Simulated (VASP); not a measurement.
Lu, 1 atom in the cell. Symmetry: Im-3m, No. 229, cubic system. Conventional cell: a = 3.794 Å, b = 3.794 Å, c = 3.794 Å, α = 90.00°, β = 90.00°, γ = 90.00°. Within 4.3 Å of Lu (site symmetry m-3m) lie 14 Lu at 3.29 to 3.79 Å. This isn't the form of Lu at room conditions, which is hcp.

| Quantity | Value |
| --- | --- |
| Program | VASP 6.6.1 |
| Task | single point |
| Functional | PBE |
| Potentials or basis | VASP PAW PBE potentials, release 64 (Lu) |
| Cutoff | 520 eV |
| k mesh | 13 × 13 × 13 |
| Occupations | fermi-dirac, width 0.1 eV |
| Spin | no spin polarisation |
| Dipole correction | no |
| Further INCAR settings | ALGO = Normal; EDIFF = 1e-07; NBANDS = 18 |

Potentials or basis: VASP PAW PBE potentials, release 64 (Lu).

Command:

```bash
$ cat potpaw_PBE.64/Lu/POTCAR > POTCAR
$ mpirun -np 1 vasp_std > vasp.out
```

Hardware: 1 thread of Intel(R) Xeon(R) 6975P-C (Granite Rapids), on a shared host.

Q: How long does it take, and how much memory?

A: Run time: 17 s on 1 thread of Intel(R) Xeon(R) 6975P-C (Granite Rapids), with other jobs on the host, peak memory 0.17 GiB. Counts: scf iterations 13, k points 84.
